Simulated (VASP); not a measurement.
# ZrB2 (P6/mmm) in VASP: notebook

The runs below take ZrB2 through single point, relaxation of cell and atoms, with PBE.

All numbers are computed with VASP 6.6.1; they aren't measurements. Logs are shortened: lines on timing, memory, paths and dates and some standing lists are left out, and cuts for length are marked.

### Step 1. The cell of the first run

The structure is hexagonal, space group P6/mmm (No. 191). Conventional cell: a = 3.172 Å, b = 3.172 Å, c = 3.541 Å, α = 90.00°, β = 90.00°, γ = 120.00°. Zr (site symmetry 6/mmm) has 12 B at 2.55 Å and 6 Zr at 3.17 Å within 3.4 Å. Within 2.4 Å of B (site symmetry -6m2) lie 3 B at 1.83 Å.

### Step 2. Single point, PBE

The input, INCAR:

```
PREC = Accurate
ENCUT = 520
EDIFF = 1E-6
ISMEAR = 1
SIGMA = 0.02
LREAL = F
LASPH = T
NELM = 60
ALGO = Normal
ISIF = 2
LWAVE = F
LCHARG = T
GGA = PE
LELF = T
LVHAR = T
NBANDS = 16
```

The input, KPOINTS:

```
Automatic mesh
0
Gamma
  18 18 14
```

The input, POSCAR:

```
ZrB2
1.0
    3.1716683134      0.0000000000      0.0000000000
   -1.5858341567      2.7467453318      0.0000000000
    0.0000000000      0.0000000000      3.5408949408
Zr B
1 2
Direct
    0.0000000000      0.0000000000      0.0000000000
    0.3333333333      0.6666666667      0.5000000000
    0.6666666667      0.3333333333      0.5000000000
```

Potentials or basis: VASP PAW PBE potentials, release 64 (Zr_sv, B).

The run is started by

```sh
> cat potpaw_PBE.64/Zr_sv/POTCAR potpaw_PBE.64/B/POTCAR > POTCAR
> mpirun -np 1 vasp_std > vasp.out
```

OUTCAR:

```text
PREC = Accurate
   ENCUT = 520
   EDIFF = 1E-6
   ISMEAR = 1
   LREAL = F
   LASPH = T
   NELM = 60
   ISIF = 2
   GGA = PE

 ion  position               nearest neighbor table
   1  0.000  0.000  0.000-   2 2.55   3 2.55   2 2.55   3 2.55   3 2.55   3 2.55   2 2.55   2 2.55
                             3 2.55   3 2.55   2 2.55   2 2.55
   2  0.333  0.667  0.500-   3 1.83   3 1.83   3 1.83   1 2.55   1 2.55   1 2.55   1 2.55   1 2.55
                             1 2.55
   3  0.667  0.333  0.500-   2 1.83   2 1.83   2 1.83   1 2.55   1 2.55   1 2.55   1 2.55   1 2.55
                             1 2.55

  LATTYP: Found a hexagonal cell.
 ALAT       =     3.1716683134
 C/A-ratio  =     1.1164140102

  Lattice vectors:

 A1 = (   3.1716683134,   0.0000000000,   0.0000000000)
 A2 = (  -1.5858341567,   2.7467453318,   0.0000000000)
 A3 = (   0.0000000000,   0.0000000000,   3.5408949408)

Analysis of symmetry for initial positions (statically):
=====================================================================
 Subroutine PRICEL returns:
 Original cell was already a primitive cell.

 Routine SETGRP: Setting up the symmetry group for a
 hexagonal supercell.

 Subroutine GETGRP returns: Found 24 space group operations
 (whereof 24 operations were pure point group operations)
 out of a pool of 24 trial point group operations.

The static configuration has the point symmetry D_6h.

Analysis of symmetry for dynamics (positions and initial velocities):
=====================================================================
 Subroutine PRICEL returns:
 Original cell was already a primitive cell.

 Routine SETGRP: Setting up the symmetry group for a
 hexagonal supercell.

 Subroutine GETGRP returns: Found 24 space group operations
 (whereof 24 operations were pure point group operations)
 out of a pool of 24 trial point group operations.

The dynamic configuration has the point symmetry D_6h.

 Subroutine INISYM returns: Found 24 space group operations
 (whereof 24 operations are pure point group operations),
 and found     1 'primitive' translations

----------------------------------------------------------------------------------------

                                     Primitive cell

  volume of cell :      30.8474

  direct lattice vectors                    reciprocal lattice vectors
     3.171668313  0.000000000  0.000000000     0.315291481  0.182033621  0.000000000
    -1.585834157  2.746745332  0.000000000     0.000000000  0.364067243  0.000000000
     0.000000000  0.000000000  3.540894941     0.000000000  0.000000000  0.282414479

  length of vectors
     3.171668313  3.171668313  3.540894941     0.364067243  0.364067243  0.282414479

  position of ions in fractional coordinates (direct lattice)
     0.000000000  0.000000000  0.000000000
     0.333333333  0.666666667  0.500000000
     0.666666667  0.333333333  0.500000000

  ion indices of the primitive-cell ions
   primitive index   ion index
                 1           1
                 2           2
                 3           3

----------------------------------------------------------------------------------------

 KPOINTS: Automatic mesh

Automatic generation of k-mesh.
 Grid dimensions read from file:
 generate k-points for:   18   18   14

 Generating k-lattice:

  Cartesian coordinates                     Fractional coordinates (reciprocal lattice)
     0.017516193  0.010112979  0.000000000     0.055555556  0.000000000  0.000000000
     0.000000000  0.020225958  0.000000000     0.000000000  0.055555556  0.000000000
     0.000000000  0.000000000  0.020172463     0.000000000  0.000000000  0.071428571

  Length of vectors
     0.020225958  0.020225958  0.020172463

  Shift w.r.t. Gamma in fractional coordinates (k-lattice)
     0.000000000  0.000000000  0.000000000

 Subroutine IBZKPT returns following result:
 ===========================================

 Found    296 irreducible k-points:

 Following reciprocal coordinates:
            Coordinates               Weight
  0.000000  0.000000  0.000000      1.000000
  0.055556  0.000000  0.000000      6.000000
  0.111111  0.000000  0.000000      6.000000
  0.166667  0.000000  0.000000      6.000000
  0.222222 -0.000000  0.000000      6.000000
  0.277778  0.000000  0.000000      6.000000
[... 16 lines left out ...]
  0.333333  0.111111  0.000000     12.000000
  0.388889  0.111111  0.000000     12.000000
 [... further k-points ...]
   k-points           NKPTS =    296   k-points in BZ     NKDIM =    296   number of bands    NBANDS=     16
   number of dos      NEDOS =    301   number of ions     NIONS =      3
   total plane-waves  NPLWV =  16128
   dimension x,y,z NGX =    24 NGY =   24 NGZ =   28
   dimension x,y,z NGXF=    48 NGYF=   48 NGZF=   56
   ions per type =               1   2
   NGX,Y,Z   is equivalent  to a cutoff of  12.58, 12.58, 13.15 a.u.
   NGXF,Y,Z  is equivalent  to a cutoff of  25.16, 25.16, 26.29 a.u.
 SYSTEM =  unknown system
   PREC   = accura    normal or accurate (medium, high low for compatibility)
   ISTART =      0    job   : 0-new  1-cont  2-samecut
   ICHARG =      2    charge: 1-file 2-atom 10-const
   ISPIN  =      1    spin polarized calculation?
   LNONCOLLINEAR =      F non collinear calculations
   LSORBIT =      F    spin-orbit coupling
   LASPH  =      T    aspherical Exc in radial PAW
   ENCUT  =  520.0 eV  38.22 Ry    6.18 a.u.   5.90  5.90  6.58*2*pi/ulx,y,z
   NELM   =     60;   NELMIN=  2; NELMDL= -5     # of ELM steps
   EDIFF  = 0.1E-05   stopping-criterion for ELM
   LREAL  =      F    real-space projection
   EDIFFG = 0.1E-04   stopping-criterion for IOM
   NSW    =      0    number of steps for IOM
   IBRION =     -1    ionic relax: 0-MD 1-quasi-New 2-CG
   NFREE  =      0    steps in history (QN), initial steepest desc. (CG)
   ISIF   =      2    stress and relaxation
   ISYM   =      2    0-nonsym 1-usesym 2-fastsym
   POTIM  = 0.5000    time-step for ionic-motion
   TEBEG  =    0.0;   TEEND  =   0.0 temperature during run
   PSTRESS=    0.0 pullay stress
   NELECT =      18.0000    total number of electrons
   NUPDOWN=      -1.0000    fix difference up-down
   EMIN   =  10.00;   EMAX   =-10.00  energy-range for DOS
   EFERMI =   0.00;   METHOD = LEGACY
   ISMEAR =     1;   SIGMA  =   0.02  broadening in eV -4-tet -1-fermi 0-gaus
   EFERMI_NEDOS =   21; number of points for ismear=-14 and -15
   IALGO  =     38    algorithm
   IMIX   =      4    mixing-type and parameters
     AMIX     =   0.40;   BMIX     =  1.00
     AMIX_MAG =   1.60;   BMIX_MAG =  1.00
  volume/ion in A,a.u.               =      10.28        69.39
  Fermi-wavevector in a.u.,A,eV,Ry     =   1.368020  2.585184 25.463032  1.871480
  Thomas-Fermi vector in A             =   2.494022
   LORBIT       =      0    0 simple, 1 ext, 2 COOP (PROOUT), +10 PAW based schemes
   GGA     = PE    functional components
   LHFCALC =     F    Hartree Fock is set to
   AEXX    =    0.0000 exact exchange contribution
   IVDW    =     0    specifies the selected vdW correction
   LEPSILON=     F    determine dielectric tensor
   LRPA    =     F    only Hartree local field effects (RPA)
 non-spin polarized calculation
 Methfessel and Paxton  Order N= 1 SIGMA  =   0.02
  energy-cutoff  :      520.00
  volume of cell :       30.85
 maximum number of plane-waves:       852
 NGX is ok and might be reduce to    24
   NGX = 11   NGY = 11   NGZ = 13

 number of electron      18.0000000 magnetization

 Free energy of the ion-electron system (eV)
  ---------------------------------------------------
  ext. energy  EPLUGINS =         0.00000000
  ---------------------------------------------------
  free energy    TOTEN  =       -24.97719979 eV

  energy without entropy =      -24.97715026  energy(sigma->0) =      -24.97718328

 E-fermi :  10.5797     XC(G=0): -12.4277

 val. band max:       10.5679607807   @ k =   0.1667   0.1667   0.2143
 cond. band min:      10.5846955159   @ k =   0.3889   0.2222   0.0000
 fundamental gap:      0.0167347352
 Fermi energy:        10.5797168362

 k-point     1 :       0.0000    0.0000    0.0000
  band No.  band energies     occupation
      1     -38.1534      2.00000
      2     -16.3400      2.00000
      3     -15.7872      2.00000
      4     -15.7872      2.00000
      5      -2.2285      2.00000
      6       7.8764      2.00000
[... 8 lines left out ...]
     15      15.6315      0.00000
     16      15.6315      0.00000

 k-point     2 :       0.0556    0.0000    0.0000
  band No.  band energies     occupation
      1     -38.1500      2.00000
      2     -16.3349      2.00000
      3     -15.8174      2.00000
      4     -15.7937      2.00000
      5      -2.1665      2.00000
      6       7.6871      2.00000
[... 8 lines left out ...]
     15      15.9426      0.00000
     16      16.1048      0.00000

 k-point     3 :       0.1111    0.0000    0.0000
  band No.  band energies     occupation
      1     -38.1401      2.00000
      2     -16.3201      2.00000
      3     -15.9037      2.00000
      4     -15.8125      2.00000
      5      -1.9839      2.00000
      6       7.1860      2.00000
[... 8 lines left out ...]
     15      16.3745      0.00000
     16      17.0041      0.00000

 k-point     4 :       0.1667    0.0000    0.0000
  band No.  band energies     occupation
      1     -38.1249      2.00000
      2     -16.2974      2.00000
      3     -16.0333      2.00000
      4     -15.8411      2.00000
      5      -1.6897      2.00000
      6       6.5001      2.00000
[... 8 lines left out ...]
     15      17.2436      0.00000
     16      17.3836      0.00000
[... 324 lines left out ...]
 k-point    22 :       0.2778    0.1111    0.0000
  band No.  band energies     occupation
      1     -38.0621      2.00000
      2     -16.4922      2.00000
      3     -16.2035      2.00000
      4     -16.0042      2.00000
      5      -0.1050      2.00000
      6       4.1712      2.00000
[... 8 lines left out ...]
     15      18.3543      0.00000
     16      20.0820      0.00000

 k-point    23 :       0.3333    0.1111    0.0000
  band No.  band energies     occupation
      1     -38.0475      2.00000
      2     -16.5939      2.00000
      3     -16.1816      2.00000
      4     -16.0403      2.00000
      5       0.5082      2.00000
      6       3.4129      2.00000
[... 8 lines left out ...]
     15      19.2309      0.00000
     16      19.8125      0.00000

 k-point    24 :       0.3889    0.1111    0.0000
  band No.  band energies     occupation
      1     -38.0380      2.00000
      2     -16.6594      2.00000
      3     -16.1673      2.00000
      4     -16.0638      2.00000
      5       1.1698      2.00000
      6       2.6603      2.00000
[... 8 lines left out ...]
     15      19.1867      0.00000
     16      19.9448      0.00000

 [... further k-points ...]
[... 5 lines left out ...]
  --------------------------------------------------------------------------------------
  -------------------------------------------------------------------------------------
  Total        0.0226717      0.0226717      0.0361316      0.0000000      0.0000000      0.0000000
  in kB        1.1775384      1.1775384      1.8766306      0.0000000      0.0000000      0.0000000
  external PRESSURE =       1.4105691 kB  Pullay stress =       0.0000000 kB

 VOLUME and BASIS-vectors are now :
 -----------------------------------------------------------------------------
  energy-cutoff  :      520.00
  volume of cell :       30.85
      direct lattice vectors                 reciprocal lattice vectors
     3.171668313  0.000000000  0.000000000     0.315291481  0.182033621  0.000000000
    -1.585834157  2.746745332  0.000000000     0.000000000  0.364067243  0.000000000
     0.000000000  0.000000000  3.540894941     0.000000000  0.000000000  0.282414479

 POSITION                                       TOTAL-FORCE (eV/Angst)
 -----------------------------------------------------------------------------------
      0.00000      0.00000      0.00000         0.000000      0.000000     -0.000000
     -0.00000      1.83116      1.77045         0.000000     -0.000000     -0.000000
      1.58583      0.91558      1.77045        -0.000000      0.000000      0.000000
 -----------------------------------------------------------------------------------
    total drift:                               -0.000000      0.000000      0.000000

  FREE ENERGIE OF THE ION-ELECTRON SYSTEM (eV)
  ---------------------------------------------------
  free  energy   TOTEN  =       -24.9771997934 eV

  energy  without entropy=      -24.9771502568  energy(sigma->0) =      -24.97718328
```

Wall time 61 s (1 thread of Intel Xeon 6975P-C (Granite Rapids), shared host); peak memory 0.25 GiB.

Results:

```yaml
Free_energy: -24.9772 eV
Pressure: 0.1 GPa
Band_gap_on_the_k_mesh: zero (band 9 reaches 11.15 eV, above the bottom of band 10 at 9.97 eV)
```

### Step 3. Relaxation of cell and atoms, PBE

This run uses another cell than the first one, of 10.25 Å³/atom, 0.997 times its volume.

The input, INCAR:

```
ALGO     = Normal         # electronic algorithm
EDIFF    = 1E-7           # SCF threshold, eV
EDIFFG   = -0.01          # ionic threshold
ENCUT    = 600            # plane-wave cutoff, eV
GGA      = PE             # functional
IBRION   = 2              # ionic algorithm
ISIF     = 3              # what is computed and relaxed
ISMEAR   = 1              # smearing method
LASPH    = T              # aspherical terms in the spheres
LCHARG   = F              # write CHGCAR
LREAL    = F              # projectors in reciprocal space
LWAVE    = F              # write WAVECAR
NELM     = 80             # most SCF steps
NSW      = 80             # ionic steps
PREC     = Accurate       # precision mode
SIGMA    = 0.02           # smearing width, eV
```

The input, KPOINTS:

```
k-points
0
Gamma
  18 18 14
```

The input, POSCAR:

```
ZrB2
1.0
    3.1700000000      0.0000000000      0.0000000000
   -1.5850000000      2.7453010000      0.0000000000
    0.0000000000      0.0000000000      3.5330000000
Zr B
1 2
Direct
    0.0000000000      0.0000000000      0.0000000000
    0.3333333333      0.6666666667      0.5000000000
    0.6666666667      0.3333333333      0.5000000000
```

Potentials or basis: VASP PAW PBE potentials, release 64 (Zr_sv, B).

The run is started by

```sh
> cat potpaw_PBE.64/Zr_sv/POTCAR potpaw_PBE.64/B/POTCAR > POTCAR
> mpirun -np 1 vasp_std > vasp.out
```

Run time: 4 min. Hardware: 1 thread of Intel Xeon 6975P-C (Granite Rapids), shared host; peak memory 0.28 GiB.

It converged, with:

```
Free energy                            : -24.9789 eV
Relaxed volume                         : 10.29 Å³/atom
Relaxed cell                           : a = 3.172 Å, b = 3.172 Å, c = 3.542 Å, α = 90.00°, β = 90.00°, γ = 120.00°
Space group after relaxing (to 0.05 Å) : P6/mmm (No. 191)
Energy gained by relaxing              : 0.1 meV/atom
Ionic steps                            : 4
Pressure after relaxing                : 0.0 GPa
Band gap on the k mesh                 : zero (band 9 reaches 11.15 eV, above the bottom of band 10 at 9.97 eV)
```

The path:
```
step  energy change (eV)  largest force (eV/Å)  pressure (GPa)  volume (Å³)
   1              0.0000                0.0000            0.90        30.75
   2              0.0001                0.0000           -1.07        31.00
   3             -0.0004                0.0000           -0.05        30.87
   4             -0.0004                0.0000            0.00        30.86
```

Final structure:
```
Zr B
1.0
     3.17201    0.00000    0.00000
    -1.58601    2.74704    0.00000
     0.00000    0.00000    3.54210
Zr B
1 2
Direct
  0.00000 0.00000 0.00000
  0.33333 0.66667 0.50000
  0.66667 0.33333 0.50000
```

Levels at points of the mesh, in eV from the Fermi level:
| k point | band 5 | band 6 | band 7 | band 8 | band 9 | band 10 | band 11 | band 12 | band 13 |
| --- | --- | --- | --- | --- | --- | --- | --- | --- | --- |
| (0.00, 0.00, 0.00) | -12.81 | -2.70 | -2.70 | -2.67 | -2.46 | 3.29 | 3.29 | 4.05 | 4.05 |
| (0.50, 0.00, 0.00) | -9.03 | -8.60 | -3.98 | -3.14 | -2.76 | 2.13 | 2.20 | 4.83 | 4.88 |
| (0.00, 0.00, 0.50) | -10.80 | -7.04 | -1.05 | -1.05 | 0.25 | 0.25 | 0.69 | 0.69 | 1.70 |
| (0.50, 0.00, 0.50) | -10.00 | -7.09 | -4.68 | -4.20 | -2.10 | 3.61 | 3.97 | 5.19 | 6.09 |

PBE usually gives volumes a little too large and moduli too small. Zero-point motion and thermal expansion aren't in these numbers.
